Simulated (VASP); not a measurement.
GaN, 4 atoms in the cell. Symmetry: P6_3mc, No. 186, hexagonal system. The conventional cell has a = 3.158 Å, b = 3.158 Å, c = 5.155 Å, α = 90.00°, β = 90.00°, γ = 120.00°. Within 2.6 Å of Ga (site symmetry 3m) lie 4 N at 1.93 to 1.94 Å. Within 2.6 Å of N (site symmetry 3m) lie 4 Ga at 1.93 to 1.94 Å.  This cell differs from its parent crystal: volume scaled by 0.96.

| Item | Value |
| --- | --- |
| Program | VASP 6.6.1 |
| Task | single point |
| Functional | BLYP |
| Dispersion | D3(BJ) |
| Potentials or basis | VASP PAW PBE potentials, release 64 (Ga_d, N_h) |
| Cutoff | 910 eV |
| k mesh | 8 × 8 × 6 |
| Occupations | gaussian, width 0.05 eV |
| Spin | no spin polarisation |
| Dipole correction | no |
| Second run | hard_potentials |
| Further INCAR settings | ALGO = Normal; EDIFF = 1e-06; NBANDS = 26 |

Potentials or basis: VASP PAW PBE potentials, release 64 (Ga_d, N_h).

The run is started by

```bash
$ cat potpaw_PBE.64/Ga_d/POTCAR potpaw_PBE.64/N_h/POTCAR > POTCAR
$ mpirun -np 1 vasp_std > vasp.out
```

Hardware: 1 thread of Intel(R) Xeon(R) 6975P-C (Granite Rapids), with other jobs on the host.

Q: How long does it take, and how much memory?

A: Wall time 72 s on 1 thread of Intel(R) Xeon(R) 6975P-C (Granite Rapids) (shared host), peak memory 0.27 GiB. Counts: scf iterations 13, k points 40.
